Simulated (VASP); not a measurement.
# Ir (I4/mmm) in VASP: notebook

The runs below take Ir through single point, with LDA.

Program: VASP 6.6.1. These are calculated values, not measurements. Logs are shortened: lines on timing, memory, paths and dates and some standing lists are left out, and cuts for length are marked.

**1. The cell of the first run**

The structure is tetragonal, space group I4/mmm (No. 139). The conventional cell has a = 2.932 Å, b = 2.932 Å, c = 3.839 Å, α = 90.00°, β = 90.00°, γ = 90.00°. Within 3.7 Å of Ir (site symmetry 4/mmm) lie 12 Ir at 2.83 to 2.93 Å.

**2. Single point, LDA (strain +0.080 along x and y, +0.000 along z)**

The input, INCAR:

```
PREC = Accurate
ENCUT = 520
EDIFF = 1E-6
ISMEAR = 0
SIGMA = 0.15
LREAL = False
LASPH = True
NELM = 60
ALGO = Fast
ISIF = 2
LWAVE = False
LCHARG = False
NBANDS = 10
```

The input, KPOINTS:

```
regular mesh
0
Gamma
  22 22 22
```

The input, POSCAR:

```
Ir
1.0
    0.0000000000      2.0732760000      1.9197000000
    2.0732760000      0.0000000000      1.9197000000
    2.0732760000      2.0732760000      0.0000000000
Ir
1
Direct
    0.0000000000      0.0000000000      0.0000000000
```

Potentials or basis: VASP PAW LDA potentials, release 64 (Ir).

The run is started by

```bash
> cat potpaw_LDA.64/Ir/POTCAR > POTCAR
> mpirun -np 1 vasp_std > vasp.out
```

OUTCAR:

```text
PREC = Accurate
   ENCUT = 520
   EDIFF = 1E-6
   ISMEAR = 0
   LREAL = False
   LASPH = True
   NELM = 60
   ISIF = 2

 ion  position               nearest neighbor table
   1  0.000  0.000  0.000-

  LATTYP: Found a body centered tetragonal cell.
 ALAT       =     2.9320550377
 C/A-ratio  =     1.3094570022

  Lattice vectors:

 A1 = (   0.0000000000,  -2.0732760000,  -1.9197000000)
 A2 = (   0.0000000000,   2.0732760000,  -1.9197000000)
 A3 = (   2.0732760000,   0.0000000000,   1.9197000000)

Analysis of symmetry for initial positions (statically):
=====================================================================
 Subroutine PRICEL returns:
 Original cell was already a primitive cell.

 Routine SETGRP: Setting up the symmetry group for a
 body centered tetragonal supercell.

 Subroutine GETGRP returns: Found 16 space group operations
 (whereof 16 operations were pure point group operations)
 out of a pool of 16 trial point group operations.

The static configuration has the point symmetry D_4h.

Analysis of symmetry for dynamics (positions and initial velocities):
=====================================================================
 Subroutine PRICEL returns:
 Original cell was already a primitive cell.

 Routine SETGRP: Setting up the symmetry group for a
 body centered tetragonal supercell.

 Subroutine GETGRP returns: Found 16 space group operations
 (whereof 16 operations were pure point group operations)
 out of a pool of 16 trial point group operations.

The dynamic configuration has the point symmetry D_4h.

 Subroutine INISYM returns: Found 16 space group operations
 (whereof 16 operations are pure point group operations),
 and found     1 'primitive' translations

----------------------------------------------------------------------------------------

                                     Primitive cell

  volume of cell :      16.5036

  direct lattice vectors                    reciprocal lattice vectors
     0.000000000  2.073276000  1.919700000    -0.241164225  0.241164225  0.260457363
     2.073276000  0.000000000  1.919700000     0.241164225 -0.241164225  0.260457363
     2.073276000  2.073276000  0.000000000     0.241164225  0.241164225 -0.260457363

  length of vectors
     2.825547993  2.825547993  2.932055038     0.429136814  0.429136814  0.429136814

  position of ions in fractional coordinates (direct lattice)
     0.000000000  0.000000000  0.000000000

  ion indices of the primitive-cell ions
   primitive index   ion index
                 1           1

----------------------------------------------------------------------------------------

 KPOINTS: regular mesh

Automatic generation of k-mesh.
 Grid dimensions read from file:
 generate k-points for:   22   22   22

 Generating k-lattice:

  Cartesian coordinates                     Fractional coordinates (reciprocal lattice)
    -0.010962010  0.010962010  0.011838971     0.045454545  0.000000000  0.000000000
     0.010962010 -0.010962010  0.011838971     0.000000000  0.045454545  0.000000000
     0.010962010  0.010962010 -0.011838971     0.000000000  0.000000000  0.045454545

  Length of vectors
     0.019506219  0.019506219  0.019506219

  Shift w.r.t. Gamma in fractional coordinates (k-lattice)
     0.000000000  0.000000000  0.000000000

 Subroutine IBZKPT returns following result:
 ===========================================

 Found    834 irreducible k-points:

 Following reciprocal coordinates:
            Coordinates               Weight
  0.000000  0.000000  0.000000      1.000000
  0.045455  0.000000  0.000000      8.000000
  0.090909  0.000000  0.000000      8.000000
  0.136364  0.000000  0.000000      8.000000
  0.181818 -0.000000  0.000000      8.000000
  0.227273  0.000000  0.000000      8.000000
[... 16 lines left out ...]
  0.500000  0.045455  0.000000      8.000000
 -0.454545  0.045455  0.000000      8.000000
 [... further k-points ...]
   k-points           NKPTS =    834   k-points in BZ     NKDIM =    834   number of bands    NBANDS=     10
   number of dos      NEDOS =    301   number of ions     NIONS =      1
   total plane-waves  NPLWV =  13824
   dimension x,y,z NGX =    24 NGY =   24 NGZ =   24
   dimension x,y,z NGXF=    48 NGYF=   48 NGZF=   48
   ions per type =               1
   NGX,Y,Z   is equivalent  to a cutoff of  14.12, 14.12, 13.61 a.u.
   NGXF,Y,Z  is equivalent  to a cutoff of  28.24, 28.24, 27.22 a.u.
 SYSTEM =  unknown system
   PREC   = accura    normal or accurate (medium, high low for compatibility)
   ISTART =      0    job   : 0-new  1-cont  2-samecut
   ICHARG =      2    charge: 1-file 2-atom 10-const
   ISPIN  =      1    spin polarized calculation?
   LNONCOLLINEAR =      F non collinear calculations
   LSORBIT =      F    spin-orbit coupling
   LASPH  =      T    aspherical Exc in radial PAW
   ENCUT  =  520.0 eV  38.22 Ry    6.18 a.u.   5.25  5.25  5.45*2*pi/ulx,y,z
   NELM   =     60;   NELMIN=  2; NELMDL= -5     # of ELM steps
   EDIFF  = 0.1E-05   stopping-criterion for ELM
   LREAL  =      F    real-space projection
   EDIFFG = 0.1E-04   stopping-criterion for IOM
   NSW    =      0    number of steps for IOM
   IBRION =     -1    ionic relax: 0-MD 1-quasi-New 2-CG
   NFREE  =      0    steps in history (QN), initial steepest desc. (CG)
   ISIF   =      2    stress and relaxation
   ISYM   =      2    0-nonsym 1-usesym 2-fastsym
   POTIM  = 0.5000    time-step for ionic-motion
   TEBEG  =    0.0;   TEEND  =   0.0 temperature during run
   PSTRESS=    0.0 pullay stress
   NELECT =       9.0000    total number of electrons
   NUPDOWN=      -1.0000    fix difference up-down
   EMIN   =  10.00;   EMAX   =-10.00  energy-range for DOS
   EFERMI =   0.00;   METHOD = LEGACY
   ISMEAR =     0;   SIGMA  =   0.15  broadening in eV -4-tet -1-fermi 0-gaus
   EFERMI_NEDOS =   21; number of points for ismear=-14 and -15
   IALGO  =     68    algorithm
   IMIX   =      4    mixing-type and parameters
     AMIX     =   0.40;   BMIX     =  1.00
     AMIX_MAG =   1.60;   BMIX_MAG =  1.00
  volume/ion in A,a.u.               =      16.50       111.37
  Fermi-wavevector in a.u.,A,eV,Ry     =   1.337508  2.527524 24.339847  1.788928
  Thomas-Fermi vector in A             =   2.466051
   LORBIT       =      0    0 simple, 1 ext, 2 COOP (PROOUT), +10 PAW based schemes
   GGA     = CA    functional components
   LHFCALC =     F    Hartree Fock is set to
   AEXX    =    0.0000 exact exchange contribution
   IVDW    =     0    specifies the selected vdW correction
   LEPSILON=     F    determine dielectric tensor
   LRPA    =     F    only Hartree local field effects (RPA)
 non-spin polarized calculation
 RMM-DIIS sequential band-by-band and
 Gauss-broadening in eV      SIGMA  =   0.15
  energy-cutoff  :      520.00
  volume of cell :       16.50
 maximum number of plane-waves:       459
 NGX is ok and might be reduce to    24
   NGX = 11   NGY = 11   NGZ = 11

 number of electron       9.0000000 magnetization

 Free energy of the ion-electron system (eV)
  ---------------------------------------------------
  ext. energy  EPLUGINS =         0.00000000
  ---------------------------------------------------
  free energy    TOTEN  =        -9.85925886 eV

  energy without entropy =       -9.84376746  energy(sigma->0) =       -9.85151316

 E-fermi :   7.7467     XC(G=0): -13.2634

 val. band max:        7.7415365939   @ k =   0.3636   0.0000   0.1364
 cond. band min:       7.7470826053   @ k =  -0.2727   0.0909   0.3636
 fundamental gap:      0.0055460114
 Fermi energy:         7.7466740197

 k-point     1 :       0.0000    0.0000    0.0000
  band No.  band energies     occupation
      1      -1.7395      2.00000
      2       4.4775      2.00000
      3       4.4775      2.00000
      4       5.2466      2.00000
      5       6.2986      2.00000
      6       7.2885      1.99998
      7      22.4444      0.00000
      8      26.3791      0.00000
      9      26.3791      0.00000
     10      28.3121      0.00000

 k-point     2 :       0.0455    0.0000    0.0000
  band No.  band energies     occupation
      1      -1.6605      2.00000
      2       4.4702      2.00000
      3       4.5095      2.00000
      4       5.2472      2.00000
      5       6.2889      2.00000
      6       7.2621      2.00000
      7      22.5676      0.00000
      8      26.1566      0.00000
      9      26.4961      0.00000
     10      28.1276      0.00000

 k-point     3 :       0.0909    0.0000    0.0000
  band No.  band energies     occupation
      1      -1.4277      2.00000
      2       4.4367      2.00000
      3       4.5942      2.00000
      4       5.2651      2.00000
      5       6.2730      2.00000
      6       7.1921      2.00000
      7      22.9124      0.00000
      8      25.3769      0.00000
      9      26.8392      0.00000
     10      28.1387      0.00000

 k-point     4 :       0.1364    0.0000    0.0000
  band No.  band energies     occupation
      1      -1.0558      2.00000
      2       4.3649      2.00000
      3       4.6948      2.00000
      4       5.3232      2.00000
      5       6.2928      2.00000
      6       7.1059      2.00000
      7      23.3914      0.00000
      8      24.2291      0.00000
      9      27.3851      0.00000
     10      28.5496      0.00000
[... 222 lines left out ...]
 k-point    22 :       0.4545    0.0455    0.0000
  band No.  band energies     occupation
      1       1.2454      2.00000
      2       4.3261      2.00000
      3       5.0876      2.00000
      4       6.5415      2.00000
      5       8.4817      0.00000
      6       8.6079      0.00000
      7      14.3858      0.00000
      8      22.0104      0.00000
      9      25.4449      0.00000
     10      27.4080      0.00000

 k-point    23 :       0.5000    0.0455    0.0000
  band No.  band energies     occupation
      1       1.2510      2.00000
      2       4.2886      2.00000
      3       5.0421      2.00000
      4       6.9685      2.00000
      5       8.6778      0.00000
      6       8.7536      0.00000
      7      13.6732      0.00000
      8      21.8702      0.00000
      9      25.3247      0.00000
     10      26.9617      0.00000

 k-point    24 :      -0.4545    0.0455    0.0000
  band No.  band energies     occupation
      1       1.2490      2.00000
      2       4.2936      2.00000
      3       5.0386      2.00000
      4       6.9414      2.00000
      5       8.5580      0.00000
      6       8.6580      0.00000
      7      13.9105      0.00000
      8      21.9051      0.00000
      9      25.6002      0.00000
     10      26.8216      0.00000

 [... further k-points ...]
[... 5 lines left out ...]
  --------------------------------------------------------------------------------------
  -------------------------------------------------------------------------------------
  Total       -4.9964348     -4.9964348     -3.2329723      0.0000000      0.0000000     -0.0000000
  in kB     -485.0574779   -485.0574779   -313.8592754      0.0000000      0.0000000     -0.0000000
  external PRESSURE =    -427.9914104 kB  Pullay stress =       0.0000000 kB

 VOLUME and BASIS-vectors are now :
 -----------------------------------------------------------------------------
  energy-cutoff  :      520.00
  volume of cell :       16.50
      direct lattice vectors                 reciprocal lattice vectors
     0.000000000  2.073276000  1.919700000    -0.241164225  0.241164225  0.260457363
     2.073276000  0.000000000  1.919700000     0.241164225 -0.241164225  0.260457363
     2.073276000  2.073276000  0.000000000     0.241164225  0.241164225 -0.260457363

 POSITION                                       TOTAL-FORCE (eV/Angst)
 -----------------------------------------------------------------------------------
      0.00000      0.00000      0.00000         0.000000     -0.000000      0.000000
 -----------------------------------------------------------------------------------
    total drift:                               -0.000000      0.000000     -0.000000

  FREE ENERGIE OF THE ION-ELECTRON SYSTEM (eV)
  ---------------------------------------------------
  free  energy   TOTEN  =        -9.8592588556 eV

  energy  without entropy=       -9.8437674584  energy(sigma->0) =       -9.85151316
```

Run time: 2.9 min. Hardware: 1 thread of Intel Xeon 8259CL, shared host; peak memory 0.26 GiB.

Results:

```
Free energy : -9.8593 eV
Pressure    : -42.8 GPa
```

Stress tensor (GPa, compression positive):
```
-48.51   0.00   0.00
  0.00 -48.51   0.00
  0.00   0.00 -31.39
```

Levels at points of the mesh, in eV from the Fermi level:
| k point | band 1 | band 2 | band 3 | band 4 | band 5 | band 6 | band 7 | band 8 | band 9 |
| --- | --- | --- | --- | --- | --- | --- | --- | --- | --- |
| (0.00, 0.00, 0.00) | -9.49 | -3.27 | -3.27 | -2.50 | -1.45 | -0.46 | 14.70 | 18.63 | 18.63 |
| (0.50, 0.00, 0.00) | -6.56 | -3.52 | -2.63 | -0.23 | 0.45 | 0.93 | 5.91 | 13.97 | 17.71 |
| (0.50, 0.50, 0.00) | -6.16 | -5.83 | 0.65 | 1.17 | 1.17 | 2.86 | 9.84 | 10.16 | 10.16 |
| (0.50, 0.00, 0.50) | -6.30 | -5.73 | 0.63 | 0.73 | 1.40 | 1.43 | 8.04 | 11.27 | 11.79 |

Caveat: the cell differs from its parent crystal (strain +0.080 along x and y, +0.000 along z); spin-orbit coupling is left out, which moves the levels of the heavy elements.

**3. Single point, LDA (strain -0.080 along x and y, +0.080 along z)**

The input, INCAR:

```
  ALGO = Fast
  EDIFF = 1E-7
  ENCUT = 520
  GGA = CA
  ISIF = 2
  ISMEAR = 0
  LASPH = True
  LCHARG = False
  LREAL = False
  LWAVE = False
  NBANDS = 10
  NELM = 80
  PREC = Accurate
  SIGMA = 0.15
```

The input, KPOINTS:

```
k-points
0
Gamma
  22 22 22
```

The input, POSCAR:

```
Ir
1.0
    0.0000000000      1.7661240000      2.0732760000
    1.7661240000      0.0000000000      2.0732760000
    1.7661240000      1.7661240000      0.0000000000
Ir
1
Direct
    0.0000000000      0.0000000000      0.0000000000
```

Potentials or basis: VASP PAW LDA potentials, release 64 (Ir).

The run is started by

```bash
> cat potpaw_LDA.64/Ir/POTCAR > POTCAR
> mpirun -np 1 vasp_std > vasp.out
```

OUTCAR:

```text
EDIFF = 1E-7
   ENCUT = 520
   GGA = CA
   ISIF = 2
   ISMEAR = 0
   LASPH = True
   LREAL = False
   NELM = 80
   PREC = Accurate

 ion  position               nearest neighbor table
   1  0.000  0.000  0.000-

  LATTYP: Found a body centered tetragonal cell.
 ALAT       =     2.4976765136
 C/A-ratio  =     1.6601637471

  Lattice vectors:

 A1 = (  -1.7661240000,   0.0000000000,   2.0732760000)
 A2 = (   1.7661240000,   0.0000000000,   2.0732760000)
 A3 = (   0.0000000000,   1.7661240000,  -2.0732760000)

Analysis of symmetry for initial positions (statically):
=====================================================================
 Subroutine PRICEL returns:
 Original cell was already a primitive cell.

 Routine SETGRP: Setting up the symmetry group for a
 body centered tetragonal supercell.

 Subroutine GETGRP returns: Found 16 space group operations
 (whereof 16 operations were pure point group operations)
 out of a pool of 16 trial point group operations.

The static configuration has the point symmetry D_4h.

Analysis of symmetry for dynamics (positions and initial velocities):
[... 159 lines left out ...]

 val. band max:       11.9331241110   @ k =  -0.1364   0.3636   0.2727
 cond. band min:      11.9340778135   @ k =  -0.3636   0.0000   0.0909
 fundamental gap:      0.0009537025
 Fermi energy:        11.9340206816

 k-point     1 :       0.0000    0.0000    0.0000
  band No.  band energies     occupation
      1      -0.1155      2.00000
      2       5.9268      2.00000
      3       8.5479      2.00000
      4       8.5479      2.00000
      5       8.7307      2.00000
      6      12.1783      0.02129
      7      26.5530      0.00000
      8      28.9040      0.00000
      9      34.1233      0.00000
     10      34.1233      0.00000
[... 287 lines left out ...]
 k-point    24 :      -0.4545    0.0455    0.0000
  band No.  band energies     occupation
      1       2.9797      2.00000
      2       6.2378      2.00000
      3       8.6648      2.00000
      4      10.5807      2.00000
      5      12.4502      0.00000
      6      13.9354      0.00000
      7      20.6300      0.00000
      8      25.2973      0.00000
      9      31.9139      0.00000
     10      34.2574      0.00000

 [... further k-points ...]
[... 5 lines left out ...]
  --------------------------------------------------------------------------------------
  -------------------------------------------------------------------------------------
  Total        5.5656112      5.5656112     -0.4574905      0.0000000      0.0000000     -0.0000000
  in kB      689.4359851    689.4359851    -56.6713010      0.0000000      0.0000000     -0.0000000
  external PRESSURE =     440.7335564 kB  Pullay stress =       0.0000000 kB

 VOLUME and BASIS-vectors are now :
 -----------------------------------------------------------------------------
  energy-cutoff  :      520.00
  volume of cell :       12.93
      direct lattice vectors                 reciprocal lattice vectors
     0.000000000  1.766124000  2.073276000    -0.283105829  0.283105829  0.241164225
     1.766124000  0.000000000  2.073276000     0.283105829 -0.283105829  0.241164225
     1.766124000  1.766124000  0.000000000     0.283105829  0.283105829 -0.241164225

 POSITION                                       TOTAL-FORCE (eV/Angst)
 -----------------------------------------------------------------------------------
      0.00000      0.00000      0.00000         0.000000      0.000000      0.000000
 -----------------------------------------------------------------------------------
    total drift:                                0.000000      0.000000      0.000000

  FREE ENERGIE OF THE ION-ELECTRON SYSTEM (eV)
  ---------------------------------------------------
  free  energy   TOTEN  =        -9.8891325320 eV

  energy  without entropy=       -9.8789615144  energy(sigma->0) =       -9.88404702
```

stdout:

```text
POSCAR found type information on POSCAR Ir
 POSCAR found :  1 types and       1 ions
 scaLAPACK will be used
 LDA part: xc-table for (Slater(with rela. corr.)+CA(PZ))
 , standard interpolation
 POSCAR, INCAR and KPOINTS ok, starting setup
 FFT: planning ... GRIDC
 FFT: planning ... GRID_SOFT
 FFT: planning ... GRID
 WAVECAR not read
 entering main loop
```

Wall time 3.7 min (1 thread of Intel Xeon 8259CL, shared host); peak memory 0.23 GiB.

Results:

```
Free energy : -9.8891 eV
Pressure    : 44.1 GPa
```

Stress tensor (GPa, compression positive):
```
68.94  0.00  0.00
 0.00 68.94  0.00
 0.00  0.00 -5.67
```

Levels at points of the mesh, in eV from the Fermi level:
```
           k point  band 2  band 3  band 4  band 5  band 6  band 7
(0.00, 0.00, 0.00)   -6.01   -3.39   -3.39   -3.20    0.24   14.62
(0.50, 0.00, 0.00)   -5.68   -3.32   -0.81    0.60    1.49    8.63
(0.50, 0.50, 0.00)   -8.36   -0.37    1.47    1.60    1.60    8.85
(0.50, 0.00, 0.50)   -8.19    0.32    0.57    3.10    3.19   10.38
```

Caveat: the cell differs from its parent crystal (strain -0.080 along x and y, +0.080 along z); spin-orbit coupling is left out, which moves the levels of the heavy elements.
